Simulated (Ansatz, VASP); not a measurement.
TaN in VASP and in Ansatz

Contents of INCAR:

```
SYSTEM = TaN
  ALGO = Normal
  EDIFF = 1E-7
  ENCUT = 520
  GGA = PS
  ISIF = 2
  ISMEAR = -1
  LASPH = .True.
  LCHARG = .True.
  LELF = .True.
  LREAL = .False.
  LVHAR = .True.
  LWAVE = .False.
  NBANDS = 33
  NELM = 60
  PREC = Accurate
  SIGMA = 0.01
```

Contents of KPOINTS:

```
k-points
0
Gamma
  6 6 9
  0 0 0
```

File POSCAR:

```
TaN
1.0
    5.1960008669     -0.0779400130     -0.0779400130
   -2.6654984646      4.5388387553     -0.0285280247
   -0.0436650000     -0.0436650000      2.9110000000
Ta N
3 3
Direct
    0.3333333333      0.6666666667      0.5000000000
    0.6666666667      0.3333333333      0.5000000000
    0.0000000000      0.0000000000      0.0000000000
    0.3928500000      0.0000000000      0.0000000000
    0.6071500000      0.6071500000      0.0000000000
    0.0000000000      0.3928500000      0.0000000000
```

Input for Ansatz:

```yaml
crystal:
  lattice:
    - [5.1960008669, -0.077940013, -0.077940013]
    - [-2.6654984646, 4.5388387553, -0.0285280247]
    - [-0.043665, -0.043665, 2.911]
  atoms:
    - { symbol: Ta, position: [0.3333333333, 0.6666666667, 0.5] }
    - { symbol: Ta, position: [0.6666666667, 0.3333333333, 0.5] }
    - { symbol: Ta, position: [0.0, 0.0, 0.0] }
    - { symbol: "N", position: [0.39285, 0.0, 0.0] }
    - { symbol: "N", position: [0.60715, 0.60715, 0.0] }
    - { symbol: "N", position: [0.0, 0.39285, 0.0] }
kpoints:
  mp_grid: { grid: [6, 6, 9] }
  band_path:
    path:
      - [0.0, 0.0, 0.0]
      - [0.0, 0.0, 0.5]
      - [-0.5, 0.5, 0.0]
      - [0.0, 0.0, 0.0]
      - [0.0, -0.5, 0.0]
      - [-0.5, 0.0, 0.5]
      - [0.0, 0.0, 0.0]
      - [-0.5, 0.0, 0.0]
      - [0.0, -0.5, 0.5]
    npoints: 5
scf:
  occupations: { method: fermi_dirac, width: 0.01 }
hamiltonian:
  xc: pbesol
  pseudopotentials: { kind: all_electron, lapw: { basis_error: 0.001 } }
output:
  forces: true
  stress: true
  eigenvalues: true
```

Change from the starting cell: equal xy, yz and zx shear strains of -3 %.

Alike in both runs: task single point; functional PBEsol; k mesh 6 × 6 × 9; occupations fermi-dirac, width 0.01 eV; no spin polarisation.

|  | VASP | Ansatz |
| --- | --- | --- |
| version | VASP 6.6.1 | Ansatz 0.2.0 |
| potentials or method | VASP PAW PBE potentials, release 64 (Ta_pv, N), cutoff 520 eV | all-electron LAPW, scalar-relativistic |

```tsv
	VASP	Ansatz	Ansatz less VASP
pressure (GPa)	-2.1	-3.0	-0.86
traceless stress, the component that is largest in VASP (GPa)	6.30	6.21	-0.084
rms of the force components (eV/Å)	0.180	0.171	-0.0084
```

VASP's potentials were made for PBE, not for PBEsol. Atom by atom the forces differ by 0.013 eV/Å (rms over components). Ansatz ran all-electron here, and VASP with PAW potentials.

Neither program's run includes spin-orbit coupling.
